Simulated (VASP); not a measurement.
Wanted: the native input for a VASP 6.6.1 run.

| Quantity | Value |
| --- | --- |
| Task | single point |
| Functional | PBE |
| Potentials or basis | VASP PAW PBE potentials, release 64 (Ca_sv) |
| Cutoff | 500 eV |
| k mesh | 8 × 8 × 8 |
| Occupations | gaussian, width 0.1 eV |
| Spin | no spin polarisation |
| Dipole correction | no |
| Further INCAR settings | ALGO = Normal; EDIFF = 1e-06; NBANDS = 11 |

The structure of Ca lies in POSCAR:

```
Ca
1.0
    0.0000000000      2.6568172334      2.6568172334
    2.6568172334      0.0000000000      2.6568172334
    2.6568172334      2.6568172334      0.0000000000
Ca
1
Direct
    0.0000000000      0.0000000000      0.0000000000
```

These files were run (other wordings do the same):

INCAR

```
  ALGO = Normal
  EDIFF = 1E-6
  ENCUT = 500
  GGA = PE
  GGA_COMPAT = F
  ISIF = 2
  ISMEAR = 0
  LASPH = T
  LCHARG = T
  LELF = T
  LREAL = F
  LVHAR = T
  LWAVE = F
  NBANDS = 11
  NELM = 120
  PREC = Accurate
  SIGMA = 0.1
```

KPOINTS

```
k-points
0
Gamma
  8 8 8
```

Potentials or basis: VASP PAW PBE potentials, release 64 (Ca_sv).

The run is started by

```console
$ cat potpaw_PBE.64/Ca_sv/POTCAR > POTCAR
$ mpirun -np 1 vasp_std > vasp.out
```

Results of the run:

The pressure is 2.4 GPa and the band gap on the k mesh is zero (bands 5 and 6 overlap by 0.17 eV).

It took 5.2 s on 1 thread of AMD EPYC 9R45 96-Core Processor (Zen 5), with other jobs on the host, peak memory 0.12 GiB.
